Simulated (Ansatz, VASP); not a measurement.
## PbSe: VASP beside Ansatz

The input POSCAR:

```
PbSe
1.0
    0.0000000000      3.1300315300      3.1300315300
    3.1300315300      0.0000000000      3.1300315300
    3.1300315300      3.1300315300      0.0000000000
Pb Se
1 1
Direct
    0.0000000000      0.0000000000      0.0000000000
    0.5000000000      0.5000000000      0.5000000000
```

Contents of INCAR.step1:

```
SYSTEM = PbSe
PREC     = Accurate       ! precision mode
ENCUT    = 520            ! plane-wave cutoff, eV
ISMEAR   = -1             ! smearing method
SIGMA    = 0.02           ! smearing width, eV
LREAL    = .False.        ! projectors in reciprocal space
LASPH    = .True.         ! aspherical terms in the spheres
NELM     = 100            ! most SCF steps
GGA      = PE             ! functional
ALGO     = Normal         ! electronic algorithm
EDIFF    = 1E-4           ! SCF threshold, eV
LWAVE    = .True.         ! write WAVECAR
LCHARG   = .False.        ! write CHGCAR
```

File INCAR.step2:

```
SYSTEM = PbSe
PREC     = Accurate       ! precision mode
ENCUT    = 520            ! plane-wave cutoff, eV
EDIFF    = 1E-6           ! SCF threshold, eV
ISMEAR   = -1             ! smearing method
SIGMA    = 0.02           ! smearing width, eV
LREAL    = .False.        ! projectors in reciprocal space
LASPH    = .True.         ! aspherical terms in the spheres
NELM     = 100            ! most SCF steps
ALGO     = Normal         ! electronic algorithm
ISIF     = 2              ! what is computed and relaxed
LWAVE    = .False.        ! write WAVECAR
LCHARG   = .False.        ! write CHGCAR
METAGGA  = R2SCAN         ! meta-GGA
LMIXTAU  = .True.       
IBRION   = 2              ! ionic algorithm
NSW      = 50             ! ionic steps
EDIFFG   = -0.01          ! ionic threshold
ISTART   = 1
```

KPOINTS

```
regular mesh
0
Gamma
  8 8 8
  0 0 0
```

Input for Ansatz:

```yaml
crystal:
  lattice:
    - [0.0, 3.13003153, 3.13003153]
    - [3.13003153, 0.0, 3.13003153]
    - [3.13003153, 3.13003153, 0.0]
  atoms:
    - { symbol: Pb, position: [0.0, 0.0, 0.0] }
    - { symbol: Se, position: [0.5, 0.5, 0.5] }
  symmetry: { tolerance: 0.0003 }
hamiltonian:
  xc: r2scan
  pseudopotentials: { kind: paw, azcp: { folder: soft_1 } }
basis:
  ecutwfc: 500
magnetization:
  spin_polarized: false
scf:
  occupations: { method: fermi_dirac, width: 0.02 }
kpoints:
  mp_grid: { grid: [8, 8, 8], shift: [0, 0, 0] }
  band_path:
    path:
      - [0.0, 0.0, 0.0]
      - [0.5, 0.0, 0.5]
      - [0.625, 0.25, 0.625]
      - [0.375, 0.375, 0.75]
      - [0.0, 0.0, 0.0]
      - [0.5, 0.5, 0.5]
      - [0.5, 0.25, 0.75]
      - [0.5, 0.0, 0.5]
    npoints: 10
output:
  forces: true
  stress: true
  eigenvalues: true
  write_potential: true
  elf: true
  volumetric_format: npy
  dos: { e_range: [-12, 8], de: 0.05 }
relax:
  max_steps: 30
```

Alike in both runs: task relaxation of the atoms; functional r2SCAN; k mesh 8 × 8 × 8; occupations fermi-dirac, width 0.02 eV; no spin polarisation.

|  | VASP | Ansatz |
| --- | --- | --- |
| version | VASP 6.6.1 | Ansatz 0.2.0 |
| potentials or method | VASP PAW PBE potentials, release 64 (Pb_d, Se), cutoff 520 eV | PAW plane waves |
| valence electrons in the cell | 20 | 30 |

```csv
,VASP,Ansatz,Ansatz less VASP
"gap on the k mesh at the Fermi level, each at its own relaxed structure (eV)",0.79,0.79,+0.002
```

VASP's potentials were made for PBE, not for r2SCAN. VASP's potentials hold 20 valence electrons a cell and Ansatz's 30, so a difference there can come from the potentials and not from the codes. Ansatz's warnings: stress scf threshold loose.

Spin-orbit coupling is off throughout. Noted on VASP's run: the relaxation stopped at its first step, so nothing moved.
